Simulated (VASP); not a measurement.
Wanted: the native input for a VASP 6.6.1 run.

* Task: single point
* Functional: LDA
* Potentials or basis: VASP PAW LDA potentials, release 64 (Al)
* Cutoff: 520 eV
* k mesh: 19 × 19 × 19
* Occupations: fermi-dirac, width 0.08 eV
* Spin: no spin polarisation
* Dipole correction: no
* Further INCAR settings: ALGO = Normal; EDIFF = 1e-06; NBANDS = 8

The structure of Al lies in POSCAR:

```
Al
1.0
   -1.3447452316      1.3447452316      1.3447452316
    1.3447452316     -1.3447452316      1.3447452316
    1.3447452316      1.3447452316     -1.3447452316
Al
1
Direct
    0.0000000000      0.0000000000      0.0000000000
```

This cell differs from its parent crystal: volume scaled by 0.6.

These files were run (other wordings do the same):

INCAR

```
PREC = Accurate
ENCUT = 520
EDIFF = 1E-6
ISMEAR = -1
SIGMA = 0.08
LREAL = F
LASPH = T
NELM = 80
ALGO = Normal
ISIF = 2
LWAVE = F
LCHARG = T
GGA = CA
LELF = T
LVHAR = T
NBANDS = 8
```

KPOINTS

```
regular mesh
0
Gamma
  19 19 19
```

Potentials or basis: VASP PAW LDA potentials, release 64 (Al).

Command:

```console
$ cat potpaw_LDA.64/Al/POTCAR > POTCAR
$ mpirun -np 1 vasp_std > vasp.out
```

It gave:

```
Pressure : 112.5 GPa
```

It took 9.4 s on 1 thread of Intel(R) Xeon(R) Platinum 8259CL CPU @ 2.50GHz (Skylake/Cascade Lake) (shared host), peak memory 0.12 GiB.
